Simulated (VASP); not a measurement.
# LiGeH3 (Pm-3m) in VASP: notebook

Runs on LiGeH3. Level: PBE. Tasks: single point, relaxation of cell and atoms.

All numbers are computed with VASP 6.6.1; they aren't measurements. Logs are shortened: lines on timing, memory, paths and dates and some standing lists are left out, and cuts for length are marked.

## (1) The cell of the first run

Symmetry: Pm-3m, No. 221, cubic system. The conventional cell has a = 3.533 Å, b = 3.533 Å, c = 3.533 Å, α = 90.00°, β = 90.00°, γ = 90.00°. Within 2.3 Å of Li (site symmetry m-3m) lie 6 H at 1.77 Å. Ge (site symmetry m-3m) has 12 H at 2.50 Å and 8 Li at 3.06 Å within 3.3 Å. H (site symmetry 4/mmm) has 2 Li at 1.77 Å within 2.3 Å.

The cell was generated, and may not be a known phase.

## (2) Single point, PBE

INCAR reads:

```
SYSTEM = LiGeH3
PREC = Accurate
ENCUT = 520
EDIFF = 1E-6
ISMEAR = 0
SIGMA = 0.1
LREAL = .FALSE.
LASPH = .TRUE.
NELM = 100
ALGO = Normal
ISIF = 2
LWAVE = .FALSE.
LCHARG = .TRUE.
GGA = PE
LELF = .TRUE.
LVHAR = .TRUE.
NBANDS = 18
```

KPOINTS reads:

```
regular mesh
0
G
  4 4 4
  0 0 0
```

POSCAR reads:

```
LiGeH3
1.0
    3.5332227191      0.0000000000      0.0000000000
    0.0000000000      3.5332227191      0.0000000000
    0.0000000000      0.0000000000      3.5332227191
Li Ge H
1 1 3
Direct
    0.5000000000      0.5000000000      0.5000000000
    0.0000000000      0.0000000000      0.0000000000
    0.0000000000      0.5000000000      0.5000000000
    0.5000000000      0.5000000000      0.0000000000
    0.5000000000      0.0000000000      0.5000000000
```

Potentials or basis: VASP PAW PBE potentials, release 64 (Li_sv, Ge_d, H).

Run with:

```
cat potpaw_PBE.64/Li_sv/POTCAR potpaw_PBE.64/Ge_d/POTCAR potpaw_PBE.64/H/POTCAR > POTCAR
mpirun -np 1 vasp_std > vasp.out
```

OUTCAR:

```text
SYSTEM = LiGeH3
   PREC = Accurate
   ENCUT = 520
   EDIFF = 1E-6
   ISMEAR = 0
   LREAL = .FALSE.
   LASPH = .TRUE.
   NELM = 100
   ISIF = 2
   GGA = PE

 ion  position               nearest neighbor table
   1  0.500  0.500  0.500-
   2  0.000  0.000  0.000-
   3  0.000  0.500  0.500-
   4  0.500  0.500  0.000-
   5  0.500  0.000  0.500-

  LATTYP: Found a simple cubic cell.
 ALAT       =     3.5332227191

  Lattice vectors:

 A1 = (   3.5332227191,   0.0000000000,   0.0000000000)
 A2 = (   0.0000000000,   3.5332227191,   0.0000000000)
 A3 = (   0.0000000000,   0.0000000000,   3.5332227191)

Analysis of symmetry for initial positions (statically):
=====================================================================
 Subroutine PRICEL returns:
 Original cell was already a primitive cell.

 Routine SETGRP: Setting up the symmetry group for a
 simple cubic supercell.

 Subroutine GETGRP returns: Found 48 space group operations
 (whereof 48 operations were pure point group operations)
 out of a pool of 48 trial point group operations.

The static configuration has the point symmetry O_h .

Analysis of symmetry for dynamics (positions and initial velocities):
=====================================================================
 Subroutine PRICEL returns:
 Original cell was already a primitive cell.

 Routine SETGRP: Setting up the symmetry group for a
 simple cubic supercell.

 Subroutine GETGRP returns: Found 48 space group operations
 (whereof 48 operations were pure point group operations)
 out of a pool of 48 trial point group operations.

The dynamic configuration has the point symmetry O_h .

 Subroutine INISYM returns: Found 48 space group operations
 (whereof 48 operations are pure point group operations),
 and found     1 'primitive' translations

----------------------------------------------------------------------------------------

                                     Primitive cell

  volume of cell :      44.1076

  direct lattice vectors                    reciprocal lattice vectors
     3.533222719  0.000000000  0.000000000     0.283027728  0.000000000  0.000000000
     0.000000000  3.533222719  0.000000000     0.000000000  0.283027728  0.000000000
     0.000000000  0.000000000  3.533222719     0.000000000  0.000000000  0.283027728

  length of vectors
     3.533222719  3.533222719  3.533222719     0.283027728  0.283027728  0.283027728

  position of ions in fractional coordinates (direct lattice)
     0.500000000  0.500000000  0.500000000
     0.000000000  0.000000000  0.000000000
     0.000000000  0.500000000  0.500000000
     0.500000000  0.500000000  0.000000000
     0.500000000  0.000000000  0.500000000

  ion indices of the primitive-cell ions
   primitive index   ion index
                 1           1
                 2           2
                 3           3
                 4           4
                 5           5

----------------------------------------------------------------------------------------

 KPOINTS: regular mesh

Automatic generation of k-mesh.
 Grid dimensions read from file:
 generate k-points for:    4    4    4

 Generating k-lattice:

  Cartesian coordinates                     Fractional coordinates (reciprocal lattice)
     0.070756932  0.000000000  0.000000000     0.250000000  0.000000000  0.000000000
     0.000000000  0.070756932  0.000000000     0.000000000  0.250000000  0.000000000
     0.000000000  0.000000000  0.070756932     0.000000000  0.000000000  0.250000000

  Length of vectors
     0.070756932  0.070756932  0.070756932

  Shift w.r.t. Gamma in fractional coordinates (k-lattice)
     0.000000000  0.000000000  0.000000000

 Subroutine IBZKPT returns following result:
 ===========================================

 Found     10 irreducible k-points:

 Following reciprocal coordinates:
            Coordinates               Weight
  0.000000  0.000000  0.000000      1.000000
  0.250000  0.000000  0.000000      6.000000
  0.500000  0.000000  0.000000      3.000000
  0.250000  0.250000  0.000000     12.000000
  0.500000  0.250000  0.000000     12.000000
  0.500000  0.500000  0.000000      3.000000
  0.250000  0.250000  0.250000      8.000000
  0.500000  0.250000  0.250000     12.000000
  0.500000  0.500000  0.250000      6.000000
  0.500000  0.500000  0.500000      1.000000
   k-points           NKPTS =     10   k-points in BZ     NKDIM =     10   number of bands    NBANDS=     18
   number of dos      NEDOS =    301   number of ions     NIONS =      5
   total plane-waves  NPLWV =  21952
   dimension x,y,z NGX =    28 NGY =   28 NGZ =   28
   dimension x,y,z NGXF=    56 NGYF=   56 NGZF=   56
   ions per type =               1   1   3
   NGX,Y,Z   is equivalent  to a cutoff of  13.17, 13.17, 13.17 a.u.
   NGXF,Y,Z  is equivalent  to a cutoff of  26.35, 26.35, 26.35 a.u.
 SYSTEM =  LiGeH3
   PREC   = accura    normal or accurate (medium, high low for compatibility)
   ISTART =      0    job   : 0-new  1-cont  2-samecut
   ICHARG =      2    charge: 1-file 2-atom 10-const
   ISPIN  =      1    spin polarized calculation?
   LNONCOLLINEAR =      F non collinear calculations
   LSORBIT =      F    spin-orbit coupling
   LASPH  =      T    aspherical Exc in radial PAW
   ENCUT  =  520.0 eV  38.22 Ry    6.18 a.u.   6.57  6.57  6.57*2*pi/ulx,y,z
   NELM   =    100;   NELMIN=  2; NELMDL= -5     # of ELM steps
   EDIFF  = 0.1E-05   stopping-criterion for ELM
   LREAL  =      F    real-space projection
   EDIFFG = 0.1E-04   stopping-criterion for IOM
   NSW    =      0    number of steps for IOM
   IBRION =     -1    ionic relax: 0-MD 1-quasi-New 2-CG
   NFREE  =      0    steps in history (QN), initial steepest desc. (CG)
   ISIF   =      2    stress and relaxation
   ISYM   =      2    0-nonsym 1-usesym 2-fastsym
   POTIM  = 0.5000    time-step for ionic-motion
   TEBEG  =    0.0;   TEEND  =   0.0 temperature during run
   PSTRESS=    0.0 pullay stress
   NELECT =      20.0000    total number of electrons
   NUPDOWN=      -1.0000    fix difference up-down
   EMIN   =  10.00;   EMAX   =-10.00  energy-range for DOS
   EFERMI =   0.00;   METHOD = LEGACY
   ISMEAR =     0;   SIGMA  =   0.10  broadening in eV -4-tet -1-fermi 0-gaus
   EFERMI_NEDOS =   21; number of points for ismear=-14 and -15
   IALGO  =     38    algorithm
   IMIX   =      4    mixing-type and parameters
     AMIX     =   0.40;   BMIX     =  1.00
     AMIX_MAG =   1.60;   BMIX_MAG =  1.00
  volume/ion in A,a.u.               =       8.82        59.53
  Fermi-wavevector in a.u.,A,eV,Ry     =   1.257710  2.376727 21.522161  1.581834
  Thomas-Fermi vector in A             =   2.391355
   LORBIT       =      0    0 simple, 1 ext, 2 COOP (PROOUT), +10 PAW based schemes
   GGA     = PE    functional components
   LHFCALC =     F    Hartree Fock is set to
   AEXX    =    0.0000 exact exchange contribution
   IVDW    =     0    specifies the selected vdW correction
   LEPSILON=     F    determine dielectric tensor
   LRPA    =     F    only Hartree local field effects (RPA)
 non-spin polarized calculation
 Gauss-broadening in eV      SIGMA  =   0.10
  energy-cutoff  :      520.00
  volume of cell :       44.11
 maximum number of plane-waves:      1213
 NGX is ok and might be reduce to    28
   NGX = 13   NGY = 13   NGZ = 13

 number of electron      20.0000003 magnetization

 Free energy of the ion-electron system (eV)
  ---------------------------------------------------
  ext. energy  EPLUGINS =         0.00000000
  ---------------------------------------------------
  free energy    TOTEN  =       -14.44712553 eV

  energy without entropy =      -14.44151033  energy(sigma->0) =      -14.44431793

 E-fermi :   3.0852     XC(G=0):  -9.9016

 val. band max:        3.0129563200   @ k =   0.0000   0.0000   0.0000
 cond. band min:       3.1978603596   @ k =   0.5000   0.2500   0.2500
 fundamental gap:      0.1849040396
 Fermi energy:         3.0851673052

 k-point     1 :       0.0000    0.0000    0.0000
  band No.  band energies     occupation
      1     -41.4444      2.00000
      2     -22.2043      2.00000
      3     -22.2043      2.00000
      4     -22.1848      2.00000
      5     -22.1848      2.00000
      6     -22.1848      2.00000
[... 10 lines left out ...]
     17      15.0132      0.00000
     18      15.0132      0.00000

 k-point     2 :       0.2500    0.0000    0.0000
  band No.  band energies     occupation
      1     -41.4432      2.00000
      2     -22.2038      2.00000
      3     -22.1959      2.00000
      4     -22.1873      2.00000
      5     -22.1873      2.00000
      6     -22.1846      2.00000
[... 10 lines left out ...]
     17      13.2723      0.00000
     18      17.6983      0.00000

 k-point     3 :       0.5000    0.0000    0.0000
  band No.  band energies     occupation
      1     -41.4419      2.00000
      2     -22.2032      2.00000
      3     -22.1898      2.00000
      4     -22.1898      2.00000
      5     -22.1873      2.00000
      6     -22.1843      2.00000
[... 10 lines left out ...]
     17      17.0320      0.00000
     18      18.3719      0.00000

 k-point     4 :       0.2500    0.2500    0.0000
  band No.  band energies     occupation
      1     -41.4420      2.00000
      2     -22.1994      2.00000
      3     -22.1912      2.00000
      4     -22.1902      2.00000
      5     -22.1871      2.00000
      6     -22.1870      2.00000
[... 81 lines left out ...]
      4     -22.1904      2.00000
      5     -22.1897      2.00000
      6     -22.1822      2.00000
[... 10 lines left out ...]
     17      15.7380      0.00000
     18      17.3085      0.00000

 k-point     9 :       0.5000    0.5000    0.2500
  band No.  band energies     occupation
      1     -41.4387      2.00000
      2     -22.1963      2.00000
      3     -22.1927      2.00000
      4     -22.1927      2.00000
      5     -22.1861      2.00000
      6     -22.1776      2.00000
[... 10 lines left out ...]
     17      16.6896      0.00000
     18      17.2905      0.00000

 k-point    10 :       0.5000    0.5000    0.5000
  band No.  band energies     occupation
      1     -41.4376      2.00000
      2     -22.1961      2.00000
      3     -22.1961      2.00000
      4     -22.1961      2.00000
      5     -22.1774      2.00000
      6     -22.1774      2.00000
[... 10 lines left out ...]
     17      20.3838      0.00000
     18      21.9447      0.00000

------------------------ aborting loop because EDIFF is reached ----------------------------------------

  FORCE on cell =-STRESS in cart. coord.  units (eV):
  Direction    XX          YY          ZZ          XY          YZ          ZX
  --------------------------------------------------------------------------------------
  -------------------------------------------------------------------------------------
  Total        0.0003840      0.0003840      0.0003840      0.0000000     -0.0000000     -0.0000000
  in kB        0.0139494      0.0139494      0.0139494      0.0000000     -0.0000000     -0.0000000
  external PRESSURE =       0.0139494 kB  Pullay stress =       0.0000000 kB

 VOLUME and BASIS-vectors are now :
 -----------------------------------------------------------------------------
  energy-cutoff  :      520.00
  volume of cell :       44.11
      direct lattice vectors                 reciprocal lattice vectors
     3.533222719  0.000000000  0.000000000     0.283027728  0.000000000  0.000000000
     0.000000000  3.533222719  0.000000000     0.000000000  0.283027728  0.000000000
     0.000000000  0.000000000  3.533222719     0.000000000  0.000000000  0.283027728

 POSITION                                       TOTAL-FORCE (eV/Angst)
 -----------------------------------------------------------------------------------
      1.76661      1.76661      1.76661         0.000000      0.000000      0.000000
      0.00000      0.00000      0.00000         0.000000      0.000000      0.000000
      0.00000      1.76661      1.76661         0.000000      0.000000      0.000000
      1.76661      1.76661      0.00000         0.000000      0.000000      0.000000
      1.76661      0.00000      1.76661         0.000000      0.000000      0.000000
 -----------------------------------------------------------------------------------
    total drift:                               -0.000000      0.000000      0.000000

  FREE ENERGIE OF THE ION-ELECTRON SYSTEM (eV)
  ---------------------------------------------------
  free  energy   TOTEN  =       -14.4471255255 eV

  energy  without entropy=      -14.4415103261  energy(sigma->0) =      -14.44431793
```

Wall time 19 s (1 thread of Intel Xeon 8259CL, shared host); peak memory 0.15 GiB.

What came out:

* Free energy: -14.4471 eV
* Band gap on the k mesh: zero (bands 10 and 11 overlap by 1.57 eV)

Caveat: the k points lie up to 0.44 Å⁻¹ apart, too coarse for converged energies and pressures of a metal; the cutoff is under 1.25 times the usual one of these potentials, so pressure, stress and relaxed cells hold a basis-set (Pulay) error.

## (3) Single point, PBE

This run uses another cell than the first one, of 10.53 Å³/atom.

INCAR reads:

```
SYSTEM = LiGeH3
  ALGO = Normal
  EDIFF = 1E-6
  ENCUT = 520
  GGA = PE
  ISIF = 2
  ISMEAR = 0
  LASPH = .True.
  LCHARG = .False.
  LREAL = .False.
  LWAVE = .False.
  NBANDS = 18
  NELM = 60
  PREC = Accurate
  SIGMA = 0.1
```

KPOINTS reads:

```
k-points
0
Gamma
  4 4 4
  0 0 0
```

Changes to POSCAR since step 2:

```diff
@@ -2,5 +2,5 @@
 1.0
-    3.5332227191      0.0000000000      0.0000000000
-    0.0000000000      3.5332227191      0.0000000000
-    0.0000000000      0.0000000000      3.5332227191
+    3.7476156800      0.0000000000      0.0000000000
+    0.0000000000      3.7476156800      0.0000000000
+    0.0000000000      0.0000000000      3.7476156800
 Li Ge H
```

Potentials or basis: VASP PAW PBE potentials, release 64 (Li_sv, Ge_d, H).

Run with:

```
cat potpaw_PBE.64/Li_sv/POTCAR potpaw_PBE.64/Ge_d/POTCAR potpaw_PBE.64/H/POTCAR > POTCAR
mpirun -np 1 vasp_std > vasp.out
```

It took 19 s on 1 thread of Intel Xeon 8259CL, shared host; peak memory 0.16 GiB.

Results (log left out):

```
Free energy            : -14.2491 eV
Band gap on the k mesh : zero (bands 10 and 11 overlap by 1.26 eV)
```

Levels at points of the mesh, in eV from the Fermi level:
```
           k point  band 6  band 7  band 8  band 9  band 10  band 11  band 12  band 13  band 14  band 15
(0.00, 0.00, 0.00)  -25.59  -10.04   -1.03   -0.35    -0.35     1.02     1.02     1.02     9.58     9.58
(0.50, 0.00, 0.00)  -25.59   -8.77   -5.65   -0.73     0.22     2.15     2.15     4.85     6.19     6.19
(0.50, 0.50, 0.00)  -25.59   -7.53   -4.36   -4.36    -2.50     2.94     3.34     3.34     7.68     8.29
(0.50, 0.50, 0.50)  -25.59   -6.72   -2.54   -2.54    -2.54    -1.04    -1.04    -1.04     5.77    15.33
```

Caveat: the k points lie up to 0.42 Å⁻¹ apart, too coarse for converged energies and pressures of a metal; the cutoff is under 1.25 times the usual one of these potentials, so pressure, stress and relaxed cells hold a basis-set (Pulay) error.

(Part 1 of 2 ends here.)

The gap in the log of VASP goes by the Fermi energy; the results here count the filled bands.